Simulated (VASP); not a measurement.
# MgO2 (R-3m) in VASP: a series of runs

MgO2 is run at these levels: r2SCAN; tasks: single point.

Program: VASP 6.6.1. These are calculated values, not measurements. Logs are shortened: lines on timing, memory, paths and dates and some standing lists are left out, and cuts for length are marked.

## Step 1: The cell of the first run

The structure is trigonal, space group R-3m (No. 166). Conventional cell: a = 3.290 Å, b = 3.290 Å, c = 9.958 Å, α = 90.00°, β = 90.00°, γ = 120.00°. Within 2.8 Å of Mg (site symmetry -3m) lie 6 O at 2.12 Å. O (site symmetry 3m) has 1 O at 1.42 Å within 1.9 Å.

## Step 2: Single point, r2SCAN (strain +0.025 along x and y, -0.050 along z)

File POSCAR:

```
MgO2
1.0
    1.6448800414      0.9496719347      3.3192799312
   -1.6448800414      0.9496719347      3.3192799312
    0.0000000000     -1.8993438694      3.3192799312
Mg O
1 2
Direct
    0.0000000000      0.0000000000      0.0000000000
    0.4287860000      0.4287860000      0.4287860000
    0.5712140000      0.5712140000      0.5712140000
```

File INCAR.step1:

```
PREC = Accurate ; ENCUT = 920
ISMEAR = 0 ; SIGMA = 0.05
LREAL = F ; LASPH = T
NELM = 120 ; NBANDS = 18
GGA = PE ; ALGO = Normal
EDIFF = 1E-5 ; LWAVE = T
LCHARG = F ; GGA_COMPAT = F
```

File INCAR.step2:

```
PREC = Accurate ; ENCUT = 920
EDIFF = 1E-6 ; ISMEAR = 0
SIGMA = 0.05 ; LREAL = F
LASPH = T ; NELM = 120
ALGO = Normal ; ISIF = 2
LWAVE = F ; LCHARG = T
METAGGA = R2SCAN ; LMIXTAU = T
LELF = T ; LVHAR = T
NBANDS = 18 ; ISTART = 1
GGA_COMPAT = F
```

File KPOINTS:

```
regular mesh
0
Gamma
  12 12 12
```

Potentials or basis: VASP PAW PBE potentials, release 64 (Mg_sv, O).

The run is started by

```
$ cat potpaw_PBE.64/Mg_sv/POTCAR potpaw_PBE.64/O/POTCAR > POTCAR
$ cp INCAR.step1 INCAR
$ mpirun -np 1 vasp_std > vasp.out
$ cp INCAR.step2 INCAR
$ mpirun -np 1 vasp_std > vasp.out
```

OUTCAR:

```text
PREC = Accurate
   ENCUT = 920
   EDIFF = 1E-6
   ISMEAR = 0
   LREAL = F
   LASPH = T
   NELM = 120
   ISIF = 2
   METAGGA = R2SCAN
   ISTART = 1

 ion  position               nearest neighbor table
   1  0.000  0.000  0.000-   3 2.12   3 2.12   2 2.12   2 2.12   3 2.12   2 2.12
   2  0.429  0.429  0.429-   3 1.42   1 2.12   1 2.12   1 2.12
   3  0.571  0.571  0.571-   2 1.42   1 2.12   1 2.12   1 2.12

  LATTYP: Found a trigonal (rhomboedric) cell.
 ALAT       =     3.8242811607
 COS(alpha) =     0.6300024660

  Lattice vectors:

 A1 = (   1.6448800414,   0.9496719347,   3.3192799312)
 A2 = (  -1.6448800414,   0.9496719347,   3.3192799312)
 A3 = (   0.0000000000,  -1.8993438694,   3.3192799312)

Analysis of symmetry for initial positions (statically):
=====================================================================
 Subroutine PRICEL returns:
 Original cell was already a primitive cell.

 Routine SETGRP: Setting up the symmetry group for a
 trigonal (rhombohedral) supercell.

 Subroutine GETGRP returns: Found 12 space group operations
 (whereof 12 operations were pure point group operations)
 out of a pool of 12 trial point group operations.

The static configuration has the point symmetry D_3d.

Analysis of symmetry for dynamics (positions and initial velocities):
=====================================================================
 Subroutine PRICEL returns:
 Original cell was already a primitive cell.

 Routine SETGRP: Setting up the symmetry group for a
 trigonal (rhombohedral) supercell.

 Subroutine GETGRP returns: Found 12 space group operations
 (whereof 12 operations were pure point group operations)
 out of a pool of 12 trial point group operations.

The dynamic configuration has the point symmetry D_3d.

 Subroutine INISYM returns: Found 12 space group operations
 (whereof 12 operations are pure point group operations),
 and found     1 'primitive' translations

----------------------------------------------------------------------------------------

                                     Primitive cell

  volume of cell :      31.1102

  direct lattice vectors                    reciprocal lattice vectors
     1.644880041  0.949671935  3.319279931     0.303973534  0.175499202  0.100423387
[... 85 lines left out ...]
   LASPH  =      T    aspherical Exc in radial PAW
   ENCUT  =  920.0 eV  67.62 Ry    8.22 a.u.   9.46  9.46  9.46*2*pi/ulx,y,z
   NELM   =    120;   NELMIN=  2; NELMDL=  0     # of ELM steps
   EDIFF  = 0.1E-05   stopping-criterion for ELM
   LREAL  =      F    real-space projection
   EDIFFG = 0.1E-04   stopping-criterion for IOM
   NSW    =      0    number of steps for IOM
   IBRION =     -1    ionic relax: 0-MD 1-quasi-New 2-CG
   NFREE  =      0    steps in history (QN), initial steepest desc. (CG)
   ISIF   =      2    stress and relaxation
   ISYM   =      2    0-nonsym 1-usesym 2-fastsym
   POTIM  = 0.5000    time-step for ionic-motion
   TEBEG  =    0.0;   TEEND  =   0.0 temperature during run
   PSTRESS=    0.0 pullay stress
   NELECT =      22.0000    total number of electrons
   NUPDOWN=      -1.0000    fix difference up-down
   EMIN   =  10.00;   EMAX   =-10.00  energy-range for DOS
   EFERMI =   0.00;   METHOD = LEGACY
   ISMEAR =     0;   SIGMA  =   0.05  broadening in eV -4-tet -1-fermi 0-gaus
   EFERMI_NEDOS =   21; number of points for ismear=-14 and -15
   IALGO  =     38    algorithm
   IMIX   =      4    mixing-type and parameters
     AMIX     =   0.40;   BMIX     =  1.00
     AMIX_MAG =   1.60;   BMIX_MAG =  1.00
  volume/ion in A,a.u.               =      10.37        69.98
  Fermi-wavevector in a.u.,A,eV,Ry     =   1.458528  2.756218 28.943722  2.127304
  Thomas-Fermi vector in A             =   2.575202
   LORBIT       =      0    0 simple, 1 ext, 2 COOP (PROOUT), +10 PAW based schemes
   METAGGA = R2SCAN    functional components
   LHFCALC =     F    Hartree Fock is set to
   AEXX    =    0.0000 exact exchange contribution
   IVDW    =     0    specifies the selected vdW correction
   LEPSILON=     F    determine dielectric tensor
   LRPA    =     F    only Hartree local field effects (RPA)
 non-spin polarized calculation
 Gauss-broadening in eV      SIGMA  =   0.05
  energy-cutoff  :      920.00
  volume of cell :       31.11
 maximum number of plane-waves:      1987
 NGX is ok and might be reduce to    40
   NGX = 19   NGY = 19   NGZ = 19

 number of electron      22.0000000 magnetization

 Free energy of the ion-electron system (eV)
  ---------------------------------------------------
  ext. energy  EPLUGINS =         0.00000000
  ---------------------------------------------------
  free energy    TOTEN  =       -21.39946182 eV

  energy without entropy =      -21.39946182  energy(sigma->0) =      -21.39946182

 E-fermi :   3.0293     XC(G=0): -10.9839

 val. band max:        2.5567886462   @ k =   0.5000   0.5000   0.5000
 cond. band min:       6.2206786913   @ k =   0.3333   0.3333   0.3333
 fundamental gap:      3.6638900451
 Fermi energy:         3.0292724461

 k-point     1 :       0.0000    0.0000    0.0000
  band No.  band energies     occupation
      1     -74.0738      2.00000
      2     -39.2360      2.00000
      3     -39.1595      2.00000
      4     -39.1595      2.00000
      5     -20.8184      2.00000
      6     -12.5546      2.00000
[... 481 lines left out ...]
      5     -20.3733      2.00000
      6     -13.0414      2.00000
[... 10 lines left out ...]
     17      18.7800      0.00000
     18      19.7056      0.00000

 [... further k-points ...]

------------------------ aborting loop because EDIFF is reached ----------------------------------------

  FORCE on cell =-STRESS in cart. coord.  units (eV):
  Direction    XX          YY          ZZ          XY          YZ          ZX
  --------------------------------------------------------------------------------------
  -------------------------------------------------------------------------------------
  Total       -2.0210142     -2.0210142      4.5147972      0.0000000      0.0000000      0.0000000
  in kB     -104.0823240   -104.0823240    232.5122636      0.0000000      0.0000000      0.0000000
  external PRESSURE =       8.1158719 kB  Pullay stress =       0.0000000 kB

 VOLUME and BASIS-vectors are now :
 -----------------------------------------------------------------------------
  energy-cutoff  :      920.00
  volume of cell :       31.11
      direct lattice vectors                 reciprocal lattice vectors
     1.644880041  0.949671935  3.319279931     0.303973534  0.175499202  0.100423387
    -1.644880041  0.949671935  3.319279931    -0.303973534  0.175499202  0.100423387
     0.000000000 -1.899343869  3.319279931     0.000000000 -0.350998404  0.100423387

 POSITION                                       TOTAL-FORCE (eV/Angst)
 -----------------------------------------------------------------------------------
      0.00000      0.00000      0.00000         0.000000      0.000000      0.000000
      0.00000      0.00000      4.26978        -0.000000     -0.000000     -2.152348
      0.00000      0.00000      5.68806        -0.000000      0.000000      2.152348
 -----------------------------------------------------------------------------------
    total drift:                                0.000000     -0.000000      0.000000

  FREE ENERGIE OF THE ION-ELECTRON SYSTEM (eV)
  ---------------------------------------------------
  free  energy   TOTEN  =       -21.3994618180 eV

  energy  without entropy=      -21.3994618180  energy(sigma->0) =      -21.39946182
```

OUTCAR.step1:

```text
PREC = Accurate
   ENCUT = 920
   ISMEAR = 0
   LREAL = F
[... 731 lines left out ...]
      0.00000      0.00000      0.00000        -0.000000      0.000000     -0.000000
      0.00000      0.00000      4.26978         0.000000     -0.000000     -2.165744
      0.00000      0.00000      5.68806         0.000000      0.000000      2.165744
 -----------------------------------------------------------------------------------
    total drift:                                0.000000     -0.000000      0.000000

  FREE ENERGIE OF THE ION-ELECTRON SYSTEM (eV)
  ---------------------------------------------------
  free  energy   TOTEN  =       -16.1926912120 eV

  energy  without entropy=      -16.1926912120  energy(sigma->0) =      -16.19269121
```

Wall time 9.3 min (1 thread of Intel Xeon 6975P-C (Granite Rapids), shared host); peak memory 0.41 GiB.

Results:

```
Free energy            : -21.3995 eV
Pressure               : 0.8 GPa
Largest force          : 2.152 eV/Å
Band gap on the k mesh : 3.66 eV (least direct gap 3.88 eV)
```

Forces in eV/Å, atoms in the order of the input:
```
Mg   0.000  0.000  0.000
O    0.000  0.000 -2.152
O    0.000  0.000  2.152
```

Stress tensor (GPa, compression positive):
```
-10.41   0.00   0.00
  0.00 -10.41   0.00
  0.00   0.00  23.25
```

Levels at points of the mesh, in eV from the valence-band top:
| k point | band 9 | band 10 | band 11 | band 12 | band 13 | band 14 |
| --- | --- | --- | --- | --- | --- | --- |
| (0.00, 0.00, 0.00) | -4.23 | -0.95 | -0.95 | 4.47 | 6.46 | 13.78 |
| (0.50, 0.00, 0.00) | -4.49 | -1.41 | -0.87 | 5.89 | 8.63 | 10.13 |
| (0.50, 0.50, 0.00) | -5.27 | -2.03 | -0.03 | 5.29 | 7.61 | 10.84 |
| (0.50, 0.50, 0.50) | -4.81 | 0.00 | 0.00 | 4.10 | 4.69 | 10.61 |

Caveat: the cell differs from its parent crystal (strain +0.025 along x and y, -0.050 along z); the stress differs along the axes, from -10 to 23 GPa; the PAW data sets were made with another functional, which shifts forces and pressure a little. A k mesh can miss the band edges.

(Continued in part 2 of 2.)
